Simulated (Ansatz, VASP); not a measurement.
## Mo in VASP and in Ansatz

```
CELL_PARAMETERS angstrom
-1.50816 1.50816 1.44532
1.50816 -1.50816 1.44532
1.50816 1.50816 -1.44532
ATOMIC_POSITIONS crystal
Mo 0.00000 0.00000 0.00000
```

Change from the starting cell: strain -0.040 along x and y, -0.080 along z, atoms carried along.

Alike in both runs: task single point; functional PBE; k mesh 22 × 22 × 22; occupations gaussian, width 0.15 eV; no spin polarisation.

|  | VASP | Ansatz |
| --- | --- | --- |
| version | VASP 6.6.1 | Ansatz 0.2.0 |
| potentials or method | VASP PAW PBE potentials, release 64 (Mo_sv), cutoff 520 eV | scalar-relativistic, plane waves, PAW |
| valence electrons in the cell | 14 | 14 |

|  | VASP | Ansatz | Ansatz less VASP |
| --- | --- | --- | --- |
| gap on the k mesh at the Fermi level (eV) | none | none | - |
| pressure (GPa) | 70.7 | 69.5 | -1.17 |
| traceless stress, the component that is largest in VASP (GPa) | 13.19 | 13.20 | +0.006 |

A gap of «none» marks a metal or a gap that the smearing closes. Both programs put the cell under a high pressure, so it lies far from rest at this level.

Noted on VASP's run: the cell as given lies far from equilibrium.
